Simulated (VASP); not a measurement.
# MgO (I4mm) in VASP: notebook

Runs on MgO. Level: PBE. Tasks: single point.

Program: VASP 6.6.1. These are calculated values, not measurements. Logs are shortened: lines on timing, memory, paths and dates and some standing lists are left out, and cuts for length are marked.

### Step 1. The cell of the first run

The structure is tetragonal, space group I4mm (No. 107). Conventional cell: a = 3.008 Å, b = 3.008 Å, c = 4.254 Å, α = 90.00°, β = 90.00°, γ = 90.00°. Within 2.7 Å of Mg (site symmetry 4mm) lie 6 O at 2.03 to 2.23 Å. Within 2.7 Å of O (site symmetry 4mm) lie 6 Mg at 2.03 to 2.23 Å.

### Step 2. Single point, PBE

File INCAR:

```
PREC = Accurate
ENCUT = 600
EDIFF = 1E-6
ISMEAR = 0
SIGMA = 0.05
LREAL = F
LASPH = T
NELM = 120
ALGO = Normal
ISIF = 2
LWAVE = F
LCHARG = F
GGA = PE
NBANDS = 11
ISYM = 0
GGA_COMPAT = F
```

File KPOINTS:

```
Automatic mesh
0
Gamma
  10 10 10
```

File POSCAR:

```
MgO
1.0
    0.0000000000      2.1269229054      2.1269229054
    2.1269229054      0.0000000000      2.1269229054
    2.1269229054      2.1269229054      0.0000000000
Mg O
1 1
Direct
   -0.0235081393      0.0235081393     -0.0235081393
    0.5000000000      0.5000000000      0.5000000000
```

Potentials or basis: VASP PAW PBE potentials, release 64 (Mg, O).

Command:

```console
$ cat potpaw_PBE.64/Mg/POTCAR potpaw_PBE.64/O/POTCAR > POTCAR
$ mpirun -np 1 vasp_std > vasp.out
```

OUTCAR:

```text
PREC = Accurate
   ENCUT = 600
   EDIFF = 1E-6
   ISMEAR = 0
   LREAL = F
   LASPH = T
   NELM = 120
   ISIF = 2
   GGA = PE
   ISYM = 0

 ion  position               nearest neighbor table
   1  0.976  0.024  0.976-   2 2.03   2 2.13   2 2.13   2 2.13   2 2.13   2 2.23
   2  0.500  0.500  0.500-   1 2.03   1 2.13   1 2.13   1 2.13   1 2.13   1 2.23

IMPORTANT INFORMATION: All symmetrisations will be switched off!
NOSYMM: (Re-)initialisation of all symmetry stuff for point group C_1.

----------------------------------------------------------------------------------------

                                     Primitive cell

  volume of cell :      19.2436

  direct lattice vectors                    reciprocal lattice vectors
     0.000000000  2.126922905  2.126922905    -0.235081393  0.235081393  0.235081393
     2.126922905  0.000000000  2.126922905     0.235081393 -0.235081393  0.235081393
     2.126922905  2.126922905  0.000000000     0.235081393  0.235081393 -0.235081393

  length of vectors
     3.007923219  3.007923219  3.007923219     0.407172917  0.407172917  0.407172917

  position of ions in fractional coordinates (direct lattice)
     0.976491861  0.023508139  0.976491861
     0.500000000  0.500000000  0.500000000

  ion indices of the primitive-cell ions
   primitive index   ion index
                 1           1
                 2           2

----------------------------------------------------------------------------------------

 KPOINTS: Automatic mesh

Automatic generation of k-mesh.
 Grid dimensions read from file:
 generate k-points for:   10   10   10

 Generating k-lattice:

  Cartesian coordinates                     Fractional coordinates (reciprocal lattice)
    -0.023508139  0.023508139  0.023508139     0.100000000  0.000000000  0.000000000
     0.023508139 -0.023508139  0.023508139     0.000000000  0.100000000  0.000000000
     0.023508139  0.023508139 -0.023508139     0.000000000  0.000000000  0.100000000

  Length of vectors
     0.040717292  0.040717292  0.040717292

  Shift w.r.t. Gamma in fractional coordinates (k-lattice)
     0.000000000  0.000000000  0.000000000

 Subroutine IBZKPT returns following result:
 ===========================================

 Found    504 irreducible k-points:

 Following reciprocal coordinates:
            Coordinates               Weight
  0.000000  0.000000  0.000000      1.000000
  0.100000  0.000000  0.000000      2.000000
  0.000000  0.100000  0.000000      2.000000
  0.000000  0.000000  0.100000      2.000000
  0.100000  0.100000  0.100000      2.000000
  0.200000  0.000000  0.000000      2.000000
[... 16 lines left out ...]
  0.000000  0.100000  0.100000      2.000000
  0.100000  0.000000  0.100000      2.000000
 [... further k-points ...]
   k-points           NKPTS =    504   k-points in BZ     NKDIM =    504   number of bands    NBANDS=     11
   number of dos      NEDOS =    301   number of ions     NIONS =      2
   total plane-waves  NPLWV =  13824
   dimension x,y,z NGX =    24 NGY =   24 NGZ =   24
   dimension x,y,z NGXF=    48 NGYF=   48 NGZF=   48
   ions per type =               1   1
   NGX,Y,Z   is equivalent  to a cutoff of  13.26, 13.26, 13.26 a.u.
   NGXF,Y,Z  is equivalent  to a cutoff of  26.53, 26.53, 26.53 a.u.
 SYSTEM =  unknown system
   PREC   = accura    normal or accurate (medium, high low for compatibility)
   ISTART =      0    job   : 0-new  1-cont  2-samecut
   ICHARG =      2    charge: 1-file 2-atom 10-const
   ISPIN  =      1    spin polarized calculation?
   LNONCOLLINEAR =      F non collinear calculations
   LSORBIT =      F    spin-orbit coupling
   LASPH  =      T    aspherical Exc in radial PAW
   ENCUT  =  600.0 eV  44.10 Ry    6.64 a.u.   6.01  6.01  6.01*2*pi/ulx,y,z
   NELM   =    120;   NELMIN=  2; NELMDL= -5     # of ELM steps
   EDIFF  = 0.1E-05   stopping-criterion for ELM
   LREAL  =      F    real-space projection
   EDIFFG = 0.1E-04   stopping-criterion for IOM
   NSW    =      0    number of steps for IOM
   IBRION =     -1    ionic relax: 0-MD 1-quasi-New 2-CG
   NFREE  =      0    steps in history (QN), initial steepest desc. (CG)
   ISIF   =      2    stress and relaxation
   ISYM   =      0    0-nonsym 1-usesym 2-fastsym
   POTIM  = 0.5000    time-step for ionic-motion
   TEBEG  =    0.0;   TEEND  =   0.0 temperature during run
   PSTRESS=    0.0 pullay stress
   NELECT =       8.0000    total number of electrons
   NUPDOWN=      -1.0000    fix difference up-down
   EMIN   =  10.00;   EMAX   =-10.00  energy-range for DOS
   EFERMI =   0.00;   METHOD = LEGACY
   ISMEAR =     0;   SIGMA  =   0.05  broadening in eV -4-tet -1-fermi 0-gaus
   EFERMI_NEDOS =   21; number of points for ismear=-14 and -15
   IALGO  =     38    algorithm
   IMIX   =      4    mixing-type and parameters
     AMIX     =   0.40;   BMIX     =  1.00
     AMIX_MAG =   1.60;   BMIX_MAG =  1.00
  volume/ion in A,a.u.               =       9.62        64.93
  Fermi-wavevector in a.u.,A,eV,Ry     =   1.221827  2.308918 20.311613  1.492861
  Thomas-Fermi vector in A             =   2.356996
   LORBIT       =      0    0 simple, 1 ext, 2 COOP (PROOUT), +10 PAW based schemes
   GGA     = PE    functional components
   LHFCALC =     F    Hartree Fock is set to
   AEXX    =    0.0000 exact exchange contribution
   IVDW    =     0    specifies the selected vdW correction
   LEPSILON=     F    determine dielectric tensor
   LRPA    =     F    only Hartree local field effects (RPA)
 non-spin polarized calculation
 Gauss-broadening in eV      SIGMA  =   0.05
  energy-cutoff  :      600.00
  volume of cell :       19.24
 maximum number of plane-waves:       656
   NGX = 13   NGY = 13   NGZ = 13

 number of electron       8.0000004 magnetization

 Free energy of the ion-electron system (eV)
  ---------------------------------------------------
  ext. energy  EPLUGINS =         0.00000000
  ---------------------------------------------------
  free energy    TOTEN  =       -11.88999915 eV

  energy without entropy =      -11.88999915  energy(sigma->0) =      -11.88999915

 E-fermi :   3.2876     XC(G=0): -10.9352

 val. band max:        2.9576113639   @ k =   0.0000   0.0000   0.0000
 cond. band min:       7.4002396384   @ k =   0.0000   0.0000   0.0000
 fundamental gap:      4.4426282744
 Fermi energy:         3.2876282811

 k-point     1 :       0.0000    0.0000    0.0000
  band No.  band energies     occupation
      1     -14.1522      2.00000
      2       2.9437      2.00000
      3       2.9576      2.00000
      4       2.9576      2.00000
      5       7.4002      0.00000
      6      18.6168      0.00000
      7      18.6371      0.00000
      8      18.6371      0.00000
      9      22.4158      0.00000
     10      24.1864      0.00000
     11      24.2087      0.00000

 k-point     2 :       0.1000    0.0000    0.0000
  band No.  band energies     occupation
      1     -14.0522      2.00000
      2       2.3058      2.00000
      3       2.8891      2.00000
      4       2.8946      2.00000
      5       8.0312      0.00000
      6      17.3680      0.00000
      7      18.8537      0.00000
      8      18.8617      0.00000
      9      23.4100      0.00000
     10      23.4343      0.00000
     11      24.0431      0.00000

 k-point     3 :       0.0000    0.1000    0.0000
  band No.  band energies     occupation
      1     -14.0522      2.00000
      2       2.3058      2.00000
      3       2.8891      2.00000
      4       2.8946      2.00000
      5       8.0312      0.00000
      6      17.3680      0.00000
      7      18.8537      0.00000
      8      18.8617      0.00000
      9      23.4100      0.00000
     10      23.4343      0.00000
     11      24.0431      0.00000

 k-point     4 :       0.0000    0.0000    0.1000
  band No.  band energies     occupation
      1     -14.0522      2.00000
      2       2.3058      2.00000
      3       2.8891      2.00000
      4       2.8946      2.00000
      5       8.0312      0.00000
      6      17.3680      0.00000
      7      18.8537      0.00000
      8      18.8617      0.00000
      9      23.4100      0.00000
     10      23.4343      0.00000
     11      24.0431      0.00000

 k-point     5 :       0.1000    0.1000    0.1000
  band No.  band energies     occupation
      1     -14.0522      2.00000
      2       2.3058      2.00000
      3       2.8891      2.00000
      4       2.8946      2.00000
      5       8.0312      0.00000
      6      17.3680      0.00000
      7      18.8537      0.00000
      8      18.8617      0.00000
      9      23.4100      0.00000
     10      23.4343      0.00000
     11      24.0431      0.00000

 k-point     6 :       0.2000    0.0000    0.0000
  band No.  band energies     occupation
      1     -13.7777      2.00000
      2       1.0190      2.00000
      3       2.7286      2.00000
      4       2.7343      2.00000
      5       9.2306      0.00000
      6      15.8339      0.00000
      7      19.2796      0.00000
      8      19.2925      0.00000
      9      22.7200      0.00000
     10      22.7651      0.00000
     11      24.7711      0.00000

 k-point     7 :       0.0000    0.2000    0.0000
  band No.  band energies     occupation
      1     -13.7777      2.00000
      2       1.0190      2.00000
      3       2.7286      2.00000
      4       2.7343      2.00000
      5       9.2306      0.00000
      6      15.8339      0.00000
      7      19.2796      0.00000
      8      19.2925      0.00000
      9      22.7200      0.00000
     10      22.7651      0.00000
     11      24.7711      0.00000

 k-point     8 :       0.0000    0.0000    0.2000
  band No.  band energies     occupation
      1     -13.7777      2.00000
      2       1.0190      2.00000
      3       2.7286      2.00000
      4       2.7343      2.00000
      5       9.2306      0.00000
      6      15.8339      0.00000
      7      19.2796      0.00000
      8      19.2925      0.00000
      9      22.7200      0.00000
     10      22.7651      0.00000
     11      24.7711      0.00000
[... 141 lines left out ...]
 k-point    19 :       0.0000    0.5000    0.0000
  band No.  band energies     occupation
      1     -12.9452      2.00000
      2      -1.5219      2.00000
      3       2.3396      2.00000
      4       2.3453      2.00000
      5      10.6773      0.00000
      6      15.1888      0.00000
      7      18.9646      0.00000
      8      19.0043      0.00000
      9      23.3871      0.00000
     10      25.1409      0.00000
     11      25.1706      0.00000

 k-point    20 :       0.0000    0.0000    0.5000
  band No.  band energies     occupation
      1     -12.9452      2.00000
      2      -1.5219      2.00000
      3       2.3396      2.00000
      4       2.3453      2.00000
      5      10.6773      0.00000
      6      15.1888      0.00000
      7      18.9646      0.00000
      8      19.0043      0.00000
      9      23.3871      0.00000
     10      25.1409      0.00000
     11      25.1706      0.00000

 k-point    21 :       0.5000    0.5000    0.5000
  band No.  band energies     occupation
      1     -12.9452      2.00000
      2      -1.5219      2.00000
      3       2.3396      2.00000
      4       2.3453      2.00000
      5      10.6773      0.00000
      6      15.1888      0.00000
      7      18.9646      0.00000
      8      19.0043      0.00000
      9      23.3871      0.00000
     10      25.1409      0.00000
     11      25.1706      0.00000

 k-point    22 :       0.1000    0.1000    0.0000
  band No.  band energies     occupation
      1     -14.0198      2.00000
      2       2.2398      2.00000
      3       2.8055      2.00000
      4       2.8101      2.00000
      5       8.2363      0.00000
      6      17.0292      0.00000
      7      18.9145      0.00000
      8      18.9348      0.00000
      9      22.1808      0.00000
     10      24.5305      0.00000
     11      24.6708      0.00000

 k-point    23 :       0.0000    0.1000    0.1000
  band No.  band energies     occupation
      1     -14.0198      2.00000
      2       2.2398      2.00000
      3       2.8055      2.00000
      4       2.8101      2.00000
      5       8.2363      0.00000
      6      17.0292      0.00000
      7      18.9145      0.00000
      8      18.9348      0.00000
      9      22.1808      0.00000
     10      24.5305      0.00000
     11      24.6708      0.00000

 k-point    24 :       0.1000    0.0000    0.1000
  band No.  band energies     occupation
      1     -14.0197      2.00000
      2       2.2372      2.00000
      3       2.8111      2.00000
      4       2.8111      2.00000
      5       8.2260      0.00000
      6      17.0179      0.00000
      7      18.9455      0.00000
      8      18.9455      0.00000
      9      22.2023      0.00000
     10      24.4887      0.00000
     11      24.6763      0.00000

 [... further k-points ...]

------------------------ aborting loop because EDIFF is reached ----------------------------------------

  FORCE on cell =-STRESS in cart. coord.  units (eV):
  Direction    XX          YY          ZZ          XY          YZ          ZX
  --------------------------------------------------------------------------------------
  -------------------------------------------------------------------------------------
  Total       -0.1437283      0.2481517     -0.1437283      0.0000041      0.0000038      0.0000042
  in kB      -11.9665095     20.6605812    -11.9665118      0.0003389      0.0003205      0.0003462
  external PRESSURE =      -1.0908134 kB  Pullay stress =       0.0000000 kB

 VOLUME and BASIS-vectors are now :
 -----------------------------------------------------------------------------
  energy-cutoff  :      600.00
  volume of cell :       19.24
      direct lattice vectors                 reciprocal lattice vectors
     0.000000000  2.126922905  2.126922905    -0.235081393  0.235081393  0.235081393
     2.126922905  0.000000000  2.126922905     0.235081393 -0.235081393  0.235081393
     2.126922905  2.126922905  0.000000000     0.235081393  0.235081393 -0.235081393

 POSITION                                       TOTAL-FORCE (eV/Angst)
 -----------------------------------------------------------------------------------
      2.12692      4.15385      2.12692        -0.000000      0.514909     -0.000000
      2.12692      2.12692      2.12692         0.000000     -0.514909      0.000000
 -----------------------------------------------------------------------------------
    total drift:                                0.000000     -0.000446      0.000000

  FREE ENERGIE OF THE ION-ELECTRON SYSTEM (eV)
  ---------------------------------------------------
  free  energy   TOTEN  =       -11.8899991465 eV

  energy  without entropy=      -11.8899991465  energy(sigma->0) =      -11.88999915
```

It took 96 s on 1 thread of Intel Xeon 8259CL, shared host; peak memory 0.26 GiB.

Results:

```yaml
Free_energy: -11.8900 eV
Pressure: -0.1 GPa
Largest_force: 0.515 eV/Å
Band_gap_on_the_k_mesh: 4.44 eV
```

Forces on the atoms (eV/Å):
```
Mg   0.000  0.515  0.000
O    0.000 -0.515  0.000
```

Stress tensor (GPa, compression positive):
```
-1.20  0.00  0.00
 0.00  2.07  0.00
 0.00  0.00 -1.20
```

Levels at points of the mesh, in eV from the valence-band top:
```csv
k point,band 1,band 2,band 3,band 4,band 5,band 6,band 7,band 8
"(0.00, 0.00, 0.00)",-17.11,-0.01,0.00,0.00,4.44,15.66,15.68,15.68
"(0.50, 0.00, 0.00)",-15.90,-4.48,-0.62,-0.61,7.72,12.23,16.01,16.05
"(0.00, 0.50, 0.00)",-15.90,-4.48,-0.62,-0.61,7.72,12.23,16.01,16.05
"(0.00, 0.00, 0.50)",-15.90,-4.48,-0.62,-0.61,7.72,12.23,16.01,16.05
"(0.50, 0.50, 0.50)",-15.90,-4.48,-0.62,-0.61,7.72,12.23,16.01,16.05
"(0.50, 0.50, 0.00)",-15.65,-3.96,-1.31,-1.30,9.12,9.61,12.80,18.51
"(0.00, 0.50, 0.50)",-15.65,-3.96,-1.31,-1.30,9.12,9.61,12.80,18.51
"(0.50, 0.00, 0.50)",-15.66,-3.95,-1.30,-1.30,9.09,9.59,12.81,18.54
```

### Step 3. Single point, PBE

File INCAR:

```
SYSTEM = MgO
PREC = Accurate
ENCUT = 600
EDIFF = 1E-6
ISMEAR = 0
SIGMA = 0.05
LREAL = .False.
LASPH = .True.
NELM = 120
ALGO = Normal
ISIF = 2
LWAVE = .False.
LCHARG = .False.
GGA = PE
ISYM = 0
NBANDS = 11
GGA_COMPAT = .False.
```

File KPOINTS:

```
regular mesh
0
Gamma
  10 10 10
  0 0 0
```

Changes to POSCAR since step 2:

```diff
@@ -8,3 +8,3 @@
 Direct
-   -0.0235081393      0.0235081393     -0.0235081393
+    0.0117540697     -0.0117540697      0.0117540697
     0.5000000000      0.5000000000      0.5000000000
```

Potentials or basis: VASP PAW PBE potentials, release 64 (Mg, O).

Command:

```console
$ cat potpaw_PBE.64/Mg/POTCAR potpaw_PBE.64/O/POTCAR > POTCAR
$ mpirun -np 1 vasp_std > vasp.out
```

Run time: 89 s. Hardware: 1 thread of Intel Xeon 8259CL, shared host; peak memory 0.26 GiB.

Results (log left out):

```
Free energy            : -11.9088 eV
Pressure               : -0.8 GPa
Largest force          : 0.244 eV/Å
Band gap on the k mesh : 4.44 eV
```

Forces in eV/Å, atoms in the order of the input:
```
Mg   0.000 -0.244  0.000
O    0.000  0.244  0.000
```

Stress tensor (GPa, compression positive):
```
-1.05  0.00  0.00
 0.00 -0.24  0.00
 0.00  0.00 -1.05
```

Levels at points of the mesh, in eV from the valence-band top:
```tsv
k point	band 2	band 3	band 4	band 5	band 6	band 7
(0.00, 0.00, 0.00)	0.00	0.00	0.00	4.44	15.64	15.65
(0.50, 0.00, 0.00)	-4.49	-0.62	-0.62	7.71	12.26	16.01
(0.00, 0.50, 0.00)	-4.49	-0.62	-0.62	7.71	12.26	16.01
(0.00, 0.00, 0.50)	-4.49	-0.62	-0.62	7.71	12.26	16.01
(0.50, 0.50, 0.50)	-4.49	-0.62	-0.62	7.71	12.26	16.01
(0.50, 0.50, 0.00)	-3.96	-1.31	-1.31	9.09	9.64	12.79
(0.00, 0.50, 0.50)	-3.96	-1.31	-1.31	9.09	9.64	12.79
(0.50, 0.00, 0.50)	-3.96	-1.31	-1.31	9.09	9.64	12.79
```

A hybrid or GW would open this gap; PBE tends to underestimate it.
